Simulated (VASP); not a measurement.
SiNi:

```xyz
8
Lattice="4.4968 0.0000 0.0000 0.0000 4.4968 0.0000 0.0000 0.0000 4.4968" Properties=species:S:1:pos:R:3 pbc="T T T"
Si    3.8677    3.8677    3.8677
Si    2.8775    0.6291    1.6193
Si    1.6193    2.8775    0.6291
Si    0.6291    1.6193    2.8775
Ni    0.6610    0.6610    0.6610
Ni    1.5874    3.8358    2.9094
Ni    2.9094    1.5874    3.8358
Ni    3.8358    2.9094    1.5874
```

| Item | Value |
| --- | --- |
| Program | VASP 6.6.1 |
| Task | relaxation of cell and atoms |
| Functional | PBE |
| Potentials or basis | VASP PAW PBE potentials, release 64 (Si, Ni) |
| Cutoff | 600 eV |
| k mesh | 4 × 4 × 4 |
| Occupations | gaussian, width 0.1 eV |
| Spin | no spin polarisation |

At the start: pressure 4.0 GPa; volume 11.37 Å³/atom.

**Question.** Where does the relaxation end?

**Answer.** Over 7 steps the energy falls by 33.4 meV/atom and the volume is 11.55 Å³/atom (+1.6 %); space group P2_13 (No. 198, to 0.1 Å) before and after.

Step by step:
| step | energy change (eV) | largest force (eV/Å) | pressure (GPa) | volume (Å³) |
| --- | --- | --- | --- | --- |
| 1 | 0.0000 | 1.1917 | 3.99 | 90.93 |
| 2 | -0.1901 | 0.4524 | -4.05 | 94.70 |
| 3 | -0.1903 | 0.4369 | -4.23 | 94.80 |
| 4 | -0.2655 | 0.0457 | 0.64 | 92.01 |
| 5 | -0.2656 | 0.0538 | 0.43 | 92.10 |
| 6 | -0.2668 | 0.0401 | -0.02 | 92.35 |
| 7 | -0.2669 | 0.0393 | -0.12 | 92.40 |

Final structure:
```xyz
8
Lattice="4.5209 0.0000 0.0000 0.0000 4.5209 0.0000 0.0000 0.0000 4.5209" Properties=species:S:1:pos:R:3 pbc="T T T"
Si    3.8266    3.8266    3.8266
Si    2.9548    0.6943    1.5661
Si    1.5661    2.9548    0.6943
Si    0.6943    1.5661    2.9548
Ni    0.6782    0.6782    0.6782
Ni    1.5823    3.8428    2.9387
Ni    2.9387    1.5823    3.8428
Ni    3.8428    2.9387    1.5823
```
